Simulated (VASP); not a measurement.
Hf:

```xyz
1
Lattice="0.0000 2.2200 2.2200 2.2200 0.0000 2.2200 2.2200 2.2200 0.0000" Properties=species:S:1:pos:R:3 pbc="T T T"
Hf    0.0000    0.0000    0.0000
```

- Program: VASP 6.6.1
- Task: relaxation of cell and atoms
- Functional: PBEsol
- Dispersion: D3(BJ)
- Potentials or basis: VASP PAW PBE potentials, release 64 (Hf_pv)
- Cutoff: 600 eV
- k mesh: 10 × 10 × 10
- Occupations: fermi-dirac, width 0.05 eV
- Spin: no spin polarisation

At the start: pressure -5.9 GPa; volume 21.88 Å³/atom.

Where does the relaxation end?

Over 4 steps the energy falls by 22.5 meV/atom and the volume is 20.71 Å³/atom (-5.4 %); space group Fm-3m (No. 225, to 0.05 Å).

Step by step:
```csv
step,energy change (eV),largest force (eV/Å),pressure (GPa),volume (Å³)
1,0.0000,0.0000,-5.93,21.88
2,0.0110,0.0000,8.64,19.42
3,-0.0225,0.0000,-0.09,20.73
4,-0.0225,0.0000,0.04,20.71
```

Final structure:
```xyz
1
Lattice="0.0000 2.1797 2.1797 2.1797 0.0000 2.1797 2.1797 2.1797 0.0000" Properties=species:S:1:pos:R:3 pbc="T T T"
Hf    0.0000    2.1797    2.1797
```

Caveat: the PAW data sets were made with another functional, which shifts forces and pressure a little; pairwise dispersion overbinds metals, which lowers pressure and volume.
